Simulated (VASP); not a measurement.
## CaO: single point with r2SCAN

Crystal: CaO.

```
Ca O
1.0
     6.76781    0.00000    0.00000
    -3.38390    5.86109    0.00000
     0.00000    0.00000    5.92634
Ca O
8 8
Cartesian
  0.0923 0.0230 0.2268
  0.1747 -0.0869 3.1778
  -1.7220 3.0517 0.0812
  -1.6563 2.9758 2.9733
  3.4671 -0.0108 0.1496
  3.4401 -0.0686 3.0300
  1.9436 2.9625 -0.1667
  1.9221 3.0867 2.9342
  -0.0442 2.1288 1.6880
  1.7506 0.8184 4.7906
  -1.5567 4.8761 1.7016
  0.2205 3.9301 4.3594
  3.5710 2.1176 1.5378
  5.1327 0.8425 4.6485
  1.9175 4.7829 1.5938
  3.6742 4.0932 4.5728
```

```
Program                : VASP 6.6.1
Task                   : single point
Functional             : r2SCAN
Potentials or basis    : VASP PAW PBE potentials, release 64 (Ca_sv, O)
Cutoff                 : 520 eV
k mesh                 : 3 × 3 × 3
Occupations            : fermi-dirac, width 0.112 eV
Spin                   : no spin polarisation
Dipole correction      : no
Further INCAR settings : LREAL = Auto; ALGO = Normal; EDIFF = 1e-06; NBANDS = 78
```

```yaml
Pressure: -1.6 GPa
Largest_force: 2.140 eV/Å
Band_gap_on_the_k_mesh: 4.08 eV
```

Forces in eV/Å, atoms in the order of the input:
```
Ca  -0.400  1.062  0.105
Ca  -0.511  1.858 -0.066
Ca   1.950 -0.881  0.024
Ca   1.498 -0.756  0.887
Ca   0.578 -0.123 -0.533
Ca   0.809  0.221  0.964
Ca  -1.312 -0.093  1.139
Ca  -1.488 -0.926 -0.565
O    1.084 -0.870 -0.644
O    0.719  0.811 -0.885
O   -0.323  0.638 -0.594
O   -0.021 -0.080  0.811
O   -0.968 -0.875 -0.153
O   -0.146  0.588 -0.196
O   -0.378  0.818 -0.302
O   -1.092 -1.394  0.008
```

Stress tensor (GPa, compression positive):
```
-2.13  0.48 -0.28
 0.48 -1.35 -1.61
-0.28 -1.61 -1.32
```

Levels at points of the mesh, in eV from the valence-band top:
| k point | band 62 | band 63 | band 64 | band 65 | band 66 | band 67 |
| --- | --- | --- | --- | --- | --- | --- |
| (0.00, 0.00, 0.00) | -0.22 | -0.13 | 0.00 | 4.08 | 4.22 | 4.32 |

Wall time 46 min on 1 thread of Intel Xeon 8259CL, with other jobs on the host, peak memory 0.46 GiB.

Caveat: the atoms stand as in a frame of molecular dynamics; the PAW data sets were made with another functional, which shifts forces and pressure a little. A k mesh can miss the band edges.
